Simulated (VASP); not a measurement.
PtSe2 (Sudovikovite):

```
Pt Se
1.0
     3.77301    0.00000    0.00000
    -1.88650    3.26752    0.00000
     0.00000    0.00000    5.12861
Pt Se
1 2
Direct
  0.00000 0.00000 0.00000
  0.66667 0.33333 0.75000
  0.33333 0.66667 0.25000
```

Program: VASP 6.6.1. Alike in all runs: task single point; no spin polarisation; cell as given; k mesh 8 × 8 × 5; cutoff (eV) 520; smearing fermi-dirac 0.05 eV.

Task: Order these runs on this cell by their pressure, lowest first.
A. level RPBE; potentials or basis VASP PAW PBE potentials, release 64 (Pt, Se)
B. level RPBE+D3(BJ); potentials or basis VASP PAW PBE potentials, release 64 (Pt, Se)
C. level BLYP+D4; potentials or basis VASP PAW PBE potentials, release 64 (Pt, Se)
D. level PBE+D3(BJ); potentials or basis VASP PAW PBE potentials, release 64 (Pt, Se)
E. level LDA; potentials or basis VASP PAW LDA potentials, release 64 (Pt, Se)

Result: B (-14.0 GPa), E (-4.9 GPa), D (-1.5 GPa), C (2.5 GPa), A (4.4 GPa).

Caveats: the PAW data sets were made with another functional, which shifts forces and pressure a little (some runs); pairwise dispersion overbinds metals, which lowers pressure and volume (some runs).
